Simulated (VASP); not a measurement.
## TaSi2 (ref): single point with r2SCAN

The system is TaSi2 (ref).

```
Ta Si
1.0
     4.76863    0.00000    0.00000
    -2.38431    4.12975    0.00000
     0.00000    0.00000    6.52141
Ta Si
3 6
Cartesian
  -1.1922 2.0649 1.0869
  1.1922 2.0649 5.4345
  2.3843 0.0000 3.2607
  2.3843 2.8197 3.2607
  -1.2497 3.4747 5.4345
  1.2497 3.4747 1.0869
  0.0000 1.3101 3.2607
  3.6341 0.6550 5.4345
  1.1346 0.6550 1.0869
```

| Item | Value |
| --- | --- |
| Program | VASP 6.6.1 |
| Task | single point |
| Functional | r2SCAN |
| Potentials or basis | VASP PAW PBE potentials, release 64 (Ta_pv, Si) |
| Cutoff | 520 eV |
| k mesh | 6 × 6 × 4 |
| Occupations | gaussian, width 0.1 eV |
| Spin | no spin polarisation |
| Dipole correction | no |
| Further INCAR settings | ALGO = Normal; EDIFF = 1e-06; NBANDS = 38 |

* Pressure: 2.4 GPa
* Largest force: 0.021 eV/Å

Forces on the atoms (eV/Å):
```
Ta   0.000  0.000  0.000
Ta   0.000  0.000  0.000
Ta   0.000  0.000  0.000
Si   0.000  0.021  0.000
Si  -0.018  0.010  0.000
Si   0.018  0.010  0.000
Si   0.000 -0.021  0.000
Si   0.018 -0.010  0.000
Si  -0.018 -0.010  0.000
```

Stress tensor (GPa, compression positive):
```
1.58 0.00 0.00
0.00 1.58 0.00
0.00 0.00 3.94
```

Levels at points of the mesh, in eV from the Fermi level:
| k point | band 26 | band 27 | band 28 | band 29 | band 30 | band 31 | band 32 | band 33 |
| --- | --- | --- | --- | --- | --- | --- | --- | --- |
| (0.00, 0.00, 0.00) | -2.63 | -2.38 | -2.38 | -1.71 | 0.87 | 3.24 | 3.24 | 3.82 |
| (0.50, 0.00, 0.00) | -1.15 | -0.77 | -0.10 | -0.08 | 0.94 | 1.31 | 1.65 | 2.14 |
| (0.00, 0.00, 0.50) | -2.30 | -2.03 | -2.03 | 1.30 | 1.30 | 2.91 | 2.91 | 3.75 |
| (0.50, 0.00, 0.50) | -2.14 | -1.92 | -0.73 | -0.32 | 1.68 | 2.14 | 2.72 | 2.74 |

Run time: 6.1 min on 1 thread of AMD EPYC 7R43 64-Core Processor (Zen 3), on a shared host, peak memory 0.26 GiB.

Caveat: the PAW data sets were made with another functional, which shifts forces and pressure a little; spin-orbit coupling is left out, which moves the levels of the heavy elements.
